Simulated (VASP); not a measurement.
# TiSi16 (a cell with a defect) in VASP: single point with PBE

Aim: the single point of TiSi16 (a cell with a defect) with PBE.

Program: VASP 6.6.1. These are calculated values, not measurements. Logs are shortened: lines on timing, memory, paths and dates and some standing lists are left out, and cuts for length are marked.

### Step 1. The cell of the first run

The cell holds a defect, 17 atoms: a = 7.679 Å, b = 7.679 Å, c = 7.679 Å, α = 60.00°, β = 60.00°, γ = 60.00°.

### Step 2. Single point, PBE

The input, INCAR:

```
SYSTEM = TiSi16
ALGO     = Normal         ! electronic algorithm
EDIFF    = 1E-7           ! SCF threshold, eV
ENCUT    = 520            ! plane-wave cutoff, eV
GGA      = PE             ! functional
ISIF     = 2              ! what is computed and relaxed
ISMEAR   = -1             ! smearing method
LASPH    = .TRUE.         ! aspherical terms in the spheres
LCHARG   = .FALSE.        ! write CHGCAR
LREAL    = Auto         
LWAVE    = .FALSE.        ! write WAVECAR
NBANDS   = 52             ! bands
NELM     = 100            ! most SCF steps
PREC     = Accurate       ! precision mode
SIGMA    = 0.02           ! smearing width, eV
```

The input, KPOINTS:

```
k-points
0
G
  2 2 2
  0 0 0
```

The input, POSCAR:

```
TiSi16
1.0
    0.0000000000      5.4300000000      5.4300000000
    5.4300000000      0.0000000000      5.4300000000
    5.4300000000      5.4300000000      0.0000000000
Si Ti
16 1
Direct
   -0.0143186004     -0.0065285451     -0.0120718232
    0.0731123389      0.1259300184      0.1631123389
   -0.0267771639     -0.0100552486      0.5316942910
    0.1433057090      0.1029005525      0.6261786372
   -0.0479281768      0.5068047882      0.0416114180
    0.1039502762      0.6196777164      0.1420349908
   -0.0195119705      0.4859944751      0.5192357274
    0.0806445672      0.6091896869      0.6761325967
    0.4530662983      0.0277071823      0.0142817680
    0.6158287293      0.1655524862      0.0891436464
    0.5668692449      0.0077348066      0.4666850829
    0.6050736648      0.1722007366      0.6592173112
    0.4657734807      0.5504696133     -0.0303222836
    0.5887292818      0.6491712707      0.1332596685
    0.4586832413      0.5442265193      0.5164180479
    0.6309208103      0.6628176796      0.5972007366
    0.3730294659      0.3992173112      0.3736003683
```

Potentials or basis: VASP PAW PBE potentials, release 64 (Si, Ti_sv).

On the command line:

```console
cat potpaw_PBE.64/Si/POTCAR potpaw_PBE.64/Ti_sv/POTCAR > POTCAR
mpirun -np 1 vasp_std > vasp.out
```

OUTCAR:

```text
SYSTEM = TiSi16
   EDIFF = 1E-7
   ENCUT = 520
   GGA = PE
   ISIF = 2
   ISMEAR = -1
   LASPH = .TRUE.
   LREAL = Auto
   NELM = 100
   PREC = Accurate

 ion  position               nearest neighbor table
   1  0.986  0.993  0.988-   4 2.28  10 2.34   6 2.35   2 2.50
   2  0.073  0.126  0.163-   3 2.32   5 2.39   9 2.39   1 2.50
   3  0.973  0.990  0.532-   2 2.32  12 2.36   4 2.39   8 2.39
   4  0.143  0.103  0.626-   1 2.28   3 2.39   7 2.41  11 2.67  17 2.87
   5  0.952  0.507  0.042-  14 2.29   8 2.30   6 2.30   2 2.39
   6  0.104  0.620  0.142-   5 2.30  13 2.30   1 2.35   7 2.37  17 2.73
   7  0.980  0.486  0.519-  16 2.23   6 2.37   8 2.39   4 2.41  17 2.48
   8  0.081  0.609  0.676-   5 2.30   3 2.39   7 2.39  15 2.40  17 2.82
   9  0.453  0.028  0.014-  12 2.26  14 2.37  10 2.38   2 2.39
  10  0.616  0.166  0.089-   1 2.34   9 2.38  13 2.42  11 2.42  17 2.82
  11  0.567  0.008  0.467-  16 2.19  10 2.42  17 2.49  12 2.56   4 2.67
  12  0.605  0.172  0.659-   9 2.26  15 2.35   3 2.36  11 2.56  17 2.83
  13  0.466  0.550  0.970-   6 2.30  16 2.35  10 2.42  14 2.43  17 2.55
  14  0.589  0.649  0.133-   5 2.29   9 2.37  15 2.41  13 2.43  17 2.53
  15  0.459  0.544  0.516-  12 2.35  17 2.36  16 2.36   8 2.40  14 2.41
  16  0.631  0.663  0.597-  11 2.19   7 2.23  13 2.35  15 2.36
  17  0.373  0.399  0.374-  15 2.36   7 2.48  11 2.49  14 2.53  13 2.55   6 2.73   8 2.82  10 2.82
                            12 2.83   4 2.87

  LATTYP: Found a face centered cubic cell.
 ALAT       =    10.8600000000

  Lattice vectors:

 A1 = (   0.0000000000,   5.4300000000,   5.4300000000)
 A2 = (   5.4300000000,   0.0000000000,   5.4300000000)
 A3 = (   5.4300000000,   5.4300000000,   0.0000000000)

Analysis of symmetry for initial positions (statically):
=====================================================================
 Subroutine PRICEL returns:
 Original cell was already a primitive cell.

 Routine SETGRP: Setting up the symmetry group for a
 face centered cubic supercell.

 Subroutine GETGRP returns: Found  1 space group operations
 (whereof  1 operations were pure point group operations)
 out of a pool of 48 trial point group operations.

The static configuration has the point symmetry C_1 .

Analysis of symmetry for dynamics (positions and initial velocities):
=====================================================================
 Subroutine PRICEL returns:
 Original cell was already a primitive cell.

 Routine SETGRP: Setting up the symmetry group for a
 face centered cubic supercell.

 Subroutine GETGRP returns: Found  1 space group operations
[... 123 lines left out ...]
   ISYM   =      2    0-nonsym 1-usesym 2-fastsym
   POTIM  = 0.5000    time-step for ionic-motion
   TEBEG  =    0.0;   TEEND  =   0.0 temperature during run
   PSTRESS=    0.0 pullay stress
   NELECT =      76.0000    total number of electrons
   NUPDOWN=      -1.0000    fix difference up-down
   EMIN   =  10.00;   EMAX   =-10.00  energy-range for DOS
   EFERMI =   0.00;   METHOD = LEGACY
   ISMEAR =    -1;   SIGMA  =   0.02  broadening in eV -4-tet -1-fermi 0-gaus
   EFERMI_NEDOS =   21; number of points for ismear=-14 and -15
   IALGO  =     38    algorithm
   IMIX   =      4    mixing-type and parameters
     AMIX     =   0.40;   BMIX     =  1.00
     AMIX_MAG =   1.60;   BMIX_MAG =  1.00
  volume/ion in A,a.u.               =      18.84       127.11
  Fermi-wavevector in a.u.,A,eV,Ry     =   1.013607  1.915439 13.978610  1.027399
  Thomas-Fermi vector in A             =   2.146786
   LORBIT       =      0    0 simple, 1 ext, 2 COOP (PROOUT), +10 PAW based schemes
   GGA     = PE    functional components
   LHFCALC =     F    Hartree Fock is set to
   AEXX    =    0.0000 exact exchange contribution
   IVDW    =     0    specifies the selected vdW correction
   LEPSILON=     F    determine dielectric tensor
   LRPA    =     F    only Hartree local field effects (RPA)
 non-spin polarized calculation
  energy-cutoff  :      520.00
  volume of cell :      320.21
 maximum number of plane-waves:      8646
 NGX is ok and might be reduce to    60
   NGX = 29   NGY = 29   NGZ = 29

 number of electron      76.0000000 magnetization

 Free energy of the ion-electron system (eV)
  ---------------------------------------------------
  ext. energy  EPLUGINS =         0.00000000
  ---------------------------------------------------
  free energy    TOTEN  =       -91.14417200 eV

  energy without entropy =      -91.13354045  energy(sigma->0) =      -91.13885622

 E-fermi :   6.8834     XC(G=0):  -9.7807

 val. band max:        6.8760830333   @ k =   0.5000   0.5000   0.0000
 cond. band min:       6.9043777812   @ k =   0.0000   0.5000   0.5000
 fundamental gap:      0.0282947479
 Fermi energy:         6.8833567038

 k-point     1 :       0.0000    0.0000    0.0000
  band No.  band energies     occupation
      1     -49.8953      2.00000
      2     -26.2805      2.00000
      3     -26.2611      2.00000
      4     -26.2317      2.00000
      5      -5.7170      2.00000
      6      -3.4516      2.00000
[... 413 lines left out ...]
     49       9.6888      0.00000
     50      10.3075      0.00000
 [bands above 50 left out]

------------------------ aborting loop because EDIFF is reached ----------------------------------------

  FORCE on cell =-STRESS in cart. coord.  units (eV):
  Direction    XX          YY          ZZ          XY          YZ          ZX
  --------------------------------------------------------------------------------------
  -------------------------------------------------------------------------------------
  Total        5.9149965      5.6937175      7.7148730      0.6882101     -1.1626866     -2.6310798
  in kB       29.5961754     28.4889874     38.6020067      3.4435163     -5.8175986    -13.1648257
  external PRESSURE =      32.2290565 kB  Pullay stress =       0.0000000 kB

 VOLUME and BASIS-vectors are now :
 -----------------------------------------------------------------------------
  energy-cutoff  :      520.00
  volume of cell :      320.21
      direct lattice vectors                 reciprocal lattice vectors
     0.000000000  5.430000000  5.430000000    -0.092081031  0.092081031  0.092081031
     5.430000000  0.000000000  5.430000000     0.092081031 -0.092081031  0.092081031
     5.430000000  5.430000000  0.000000000     0.092081031  0.092081031 -0.092081031

 POSITION                                       TOTAL-FORCE (eV/Angst)
 -----------------------------------------------------------------------------------
     10.75900     10.71670     10.74680         1.390321      1.073735      0.409452
      1.56950      1.28270      1.08080        -0.886004     -0.686475      0.185151
      8.26250      8.17170     10.66000         0.009532      0.320697      0.088239
      3.95890      4.17830      1.33690        -0.559679     -0.172294      0.696942
      2.97790      5.39570      7.92170        -0.909285      0.699212     -0.578968
      4.13610      1.33570      3.92930         0.381316     -0.661132      0.387189
[... 9 lines left out ...]
      6.84190      6.66870      7.02500        -0.054646     -0.124006     -1.567650
      4.19640      4.05420      4.19330        -0.934107     -0.191195     -1.481204
 -----------------------------------------------------------------------------------
    total drift:                               -0.005614     -0.006221      0.001312

  FREE ENERGIE OF THE ION-ELECTRON SYSTEM (eV)
  ---------------------------------------------------
  free  energy   TOTEN  =       -91.1441720004 eV

  energy  without entropy=      -91.1335404473  energy(sigma->0) =      -91.13885622
```

OSZICAR:

```text
N       E                     dE             d eps       ncg     rms          rms(c)
DAV:   1     0.344404510190E+03    0.34440E+03   -0.30817E+04   848   0.127E+03
DAV:   2    -0.568760820257E+02   -0.40128E+03   -0.38338E+03   960   0.247E+02
DAV:   3    -0.915601435603E+02   -0.34684E+02   -0.33620E+02  1196   0.661E+01
DAV:   4    -0.940658043461E+02   -0.25057E+01   -0.24654E+01  1304   0.156E+01
DAV:   5    -0.941328720520E+02   -0.67068E-01   -0.66976E-01  1072   0.236E+00    0.183E+01
DAV:   6    -0.934992005444E+02    0.63367E+00   -0.18202E+01  1140   0.212E+01    0.153E+01
DAV:   7    -0.918562121845E+02    0.16430E+01   -0.23242E+01  1136   0.259E+01    0.929E+00
DAV:   8    -0.912030580068E+02    0.65315E+00   -0.16405E+00  1024   0.582E+00    0.259E+00
DAV:   9    -0.911415197943E+02    0.61538E-01   -0.37850E-01  1216   0.250E+00    0.600E-01
DAV:  10    -0.911425755091E+02   -0.10557E-02   -0.23483E-02  1068   0.573E-01    0.387E-01
DAV:  11    -0.911440423941E+02   -0.14669E-02   -0.35143E-03  1016   0.249E-01    0.193E-01
DAV:  12    -0.911441290145E+02   -0.86620E-04   -0.10517E-03  1104   0.170E-01    0.500E-02
DAV:  13    -0.911441664273E+02   -0.37413E-04   -0.10652E-04  1040   0.446E-02    0.184E-02
DAV:  14    -0.911441706263E+02   -0.41990E-05   -0.94244E-06  1040   0.116E-02    0.517E-03
DAV:  15    -0.911441720077E+02   -0.13814E-05   -0.19117E-06   992   0.525E-03    0.199E-03
DAV:  16    -0.911441720004E+02    0.73251E-08   -0.18999E-07   760   0.170E-03
   1 F= -.91144172E+02 E0= -.91138856E+02  d E =-.106316E-01
```

Run time: 3.3 min. Hardware: 1 thread of AMD EPYC 9R45 (Zen 5), shared host; peak memory 0.47 GiB.

Results:

```yaml
Free_energy: -91.1442 eV
Pressure: 3.2 GPa
Largest_force: 2.226 eV/Å
Band_gap_on_the_k_mesh: zero (band 38 reaches 6.91 eV, above the bottom of band 39 at 6.64 eV)
```

Forces in eV/Å, atoms in the order of the input:
```
Si   1.390  1.074  0.409
Si  -0.886 -0.686  0.185
Si   0.010  0.321  0.088
Si  -0.560 -0.172  0.697
Si  -0.909  0.699 -0.579
Si   0.381 -0.661  0.387
Si  -0.423  0.865 -0.112
Si   0.053 -0.498  0.921
Si   0.763  0.418 -0.575
Si  -0.069 -0.115 -0.422
Si   1.725 -1.162  0.794
Si  -1.139 -0.618  0.053
Si  -0.596  0.584  0.064
Si   0.362 -0.585  0.622
Si   0.886  0.852  0.514
Si  -0.055 -0.124 -1.568
Ti  -0.934 -0.191 -1.481
```

Caveat: the k points lie up to 0.50 Å⁻¹ apart.
